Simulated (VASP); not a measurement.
A run of VASP 6.6.1 is set up as follows.

Contents of INCAR:

```
SYSTEM = Al2O3
PREC     = Accurate       ! precision mode
ENCUT    = 520            ! plane-wave cutoff, eV
EDIFF    = 1E-6           ! SCF threshold, eV
ISMEAR   = 0              ! smearing method
SIGMA    = 0.01           ! smearing width, eV
LREAL    = .FALSE.        ! projectors in reciprocal space
LASPH    = .TRUE.         ! aspherical terms in the spheres
NELM     = 60             ! most SCF steps
ALGO     = Normal         ! electronic algorithm
ISIF     = 2              ! what is computed and relaxed
LWAVE    = .FALSE.        ! write WAVECAR
LCHARG   = .TRUE.         ! write CHGCAR
GGA      = CA             ! functional
LELF     = .TRUE.         ! ELF
LVHAR    = .TRUE.       
NBANDS   = 20             ! bands
```

The input KPOINTS:

```
Automatic mesh
0
G
  12 12 4
  0 0 0
```

POSCAR

```
Al2O3
1.0
    2.9626035895      0.0000000000      0.0000000000
   -1.4813017948      2.5656899699      0.0000000000
    0.0000000000      0.0000000000      7.3536329082
Al O
2 3
Direct
    0.0000000000      0.0000000000      0.2744172435
    0.0000000000      0.0000000000      0.7255827565
    0.3333333333      0.6666666667      0.1952246649
    0.6666666667      0.3333333333      0.8047753351
    0.0000000000      0.0000000000      0.5000000000
```

Potentials or basis: VASP PAW LDA potentials, release 64 (Al, O).

Run with:

```bash
$ cat potpaw_LDA.64/Al/POTCAR potpaw_LDA.64/O/POTCAR > POTCAR
$ mpirun -np 1 vasp_std > vasp.out
```

Task: Predict the band gap on the k mesh.

Result: 2.49 eV, direct.

Task: What does it give for the pressure?

Result: 1.0 GPa.

Task: Estimate the largest force.

Result: 0.137 eV/Å.

Stress tensor (GPa, compression positive):
```
0.71 0.00 0.00
0.00 0.71 0.00
0.00 0.00 1.60
```

A k mesh can miss the band edges. A hybrid or GW would open this gap; LDA tends to underestimate it.
